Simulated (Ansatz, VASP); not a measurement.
## LiBr: VASP beside Ansatz

```
Li Br
1.0
     0.00000    2.75479    2.75479
     2.75479    0.00000    2.75479
     2.75479    2.75479    0.00000
Li Br
1 1
Direct
  0.00000 0.00000 0.00000
  0.50000 0.50000 0.50000
```

Alike in both runs: task electric field gradients; functional PBE; k mesh 12 × 12 × 12; occupations fermi-dirac, width 0.08 eV; no spin polarisation.

```csv
,VASP,Ansatz
version,VASP 6.6.1,Ansatz 0.2.0
potentials or method,"VASP PAW PBE potentials, release 64 (Li_sv, Br), cutoff 650 eV","all-electron PAW with datasets made for the crystal, scalar-relativistic"
```

Ansatz gave:

| Quantity | Value |
| --- | --- |
| gap on the k mesh at the Fermi level (eV) | 4.91 |
| pressure (GPa) | 0.0 |

Question: What did VASP give for the same quantities?

Answer: gap on the k mesh at the Fermi level (eV): 4.92; pressure (GPa): -0.1.

Ansatz ran all-electron here, and VASP with PAW potentials.
